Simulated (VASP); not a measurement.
B, 1 atom in the cell. Symmetry: P6/mmm, No. 191, hexagonal system. Conventional cell: a = 1.702 Å, b = 1.702 Å, c = 3.690 Å, α = 90.00°, β = 90.00°, γ = 120.00°. Within 2.3 Å of B (site symmetry 6/mmm) lie 6 B at 1.70 Å.  This cell differs from its parent crystal: strain +0.0150 x Voigt [0, 0, 1, 0, 0, 0].

| Quantity | Value |
| --- | --- |
| Program | VASP 6.6.1 |
| Task | single point |
| Functional | PBEsol |
| Potentials or basis | VASP PAW PBE potentials, release 64 (B) |
| Cutoff | 520 eV |
| k mesh | 33 × 33 × 14 |
| Occupations | gaussian, width 0.15 eV |
| Spin | no spin polarisation |
| Dipole correction | no |
| Further INCAR settings | ALGO = Normal; EDIFF = 1e-06; NBANDS = 8 |

Potentials or basis: VASP PAW PBE potentials, release 64 (B).

Run with:

```bash
$ cat potpaw_PBE.64/B/POTCAR > POTCAR
$ mpirun -np 1 vasp_std > vasp.out
```

Hardware: 1 thread of Intel Xeon 8259CL (shared host).

Task: Estimate the wall time of this run.

Result: Run time: 77 s on 1 thread of Intel Xeon 8259CL (shared host), peak memory 0.16 GiB. Counts: scf iterations 12, k points 864.
